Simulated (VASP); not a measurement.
Runs of VASP 6.6.1 on Au. The structure is that of space group I4/mmm (No. 139), or close to it. The cells are those of the table. 

| task | cell | k mesh | cutoff (eV) | gap on the mesh (eV) | pressure (GPa) | relaxed volume (Å³/atom) |
| --- | --- | --- | --- | --- | --- | --- |
| relaxation of cell and atoms | relaxed from a = 2.814 Å, angles 106.7, 106.7, 115.2°, 1 atom | 8 × 8 × 8 | 600 | none | -0.1 | 17.09 |
| single point | a = 2.820 Å, angles 106.3, 106.3, 115.9°, 1 atom | 8 × 8 × 8 | 520 | none | -0.3 | - |
| single point | a = 2.828 Å, angles 105.4, 105.4, 118.0°, 1 atom | 24 × 24 × 24 | 520 | none | (a) | - |
| relaxation of cell and atoms | relaxed from a = 2.820 Å, angles 106.3, 106.3, 115.9°, 1 atom | 24 × 24 × 24 | 600 | none | 0.0 | 17.09 |

Alike in all rows: level PBEsol; potentials or basis VASP PAW PBE potentials, release 64 (Au); no spin polarisation; smearing gaussian 0.1 eV.

Problem. Fill in the values left out.

Solution. (a) -0.2.

Caveats: the PAW data sets were made with another functional, which shifts forces and pressure a little; spin-orbit coupling is left out, which moves the levels of the heavy elements.

A k mesh can miss the band edges, and the runs leave out spin-orbit coupling on Au.

A gap of «none» marks levels without a gap at the run's occupations.
